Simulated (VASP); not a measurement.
**MgS: single point with PBE**

MgS:

```
CELL_PARAMETERS angstrom
5.45994 0.00000 0.00000
-2.72997 4.72844 0.00000
0.00000 0.00000 4.44850
ATOMIC_POSITIONS crystal
Mg 0.00000 0.00000 0.00000
S 0.00000 0.00000 0.50000
```

```
Program             : VASP 6.6.1
Task                : single point
Functional          : PBE
Potentials or basis : VASP PAW PBE potentials, release 64 (Mg, S)
Cutoff              : 520 eV
k mesh              : 6 × 6 × 4
Occupations         : gaussian, width 0.1 eV
Spin                : no spin polarisation
```

```json
{
  "Pressure": "0.1 GPa",
  "Band gap on the k mesh": "1.96 eV, indirect (least direct gap 2.22 eV)"
}
```

Stress tensor (GPa, compression positive):
```
 0.20  0.00  0.00
 0.00  0.20  0.00
 0.00  0.00 -0.06
```

Levels at points of the mesh, in eV from the valence-band top:
| k point | band 1 | band 2 | band 3 | band 4 | band 5 | band 6 | band 7 | band 8 |
| --- | --- | --- | --- | --- | --- | --- | --- | --- |
| (0.00, 0.00, 0.00) | -10.52 | -1.74 | -0.26 | -0.26 | 1.96 | 6.16 | 7.50 | 7.50 |
| (0.50, 0.00, 0.00) | -10.50 | -1.72 | -0.69 | -0.35 | 2.97 | 5.23 | 6.07 | 7.27 |
| (0.00, 0.00, 0.50) | -10.30 | -3.17 | 0.00 | 0.00 | 4.34 | 5.43 | 5.43 | 5.81 |
| (0.50, 0.00, 0.50) | -10.29 | -3.08 | -0.28 | -0.06 | 3.65 | 5.01 | 5.63 | 7.33 |

It took 25 s on 1 thread of Intel(R) Xeon(R) 6975P-C (Granite Rapids), on a shared host, peak memory 0.25 GiB.

A k mesh can miss the band edges. As with any semilocal functional, this PBE gap is likely too small.
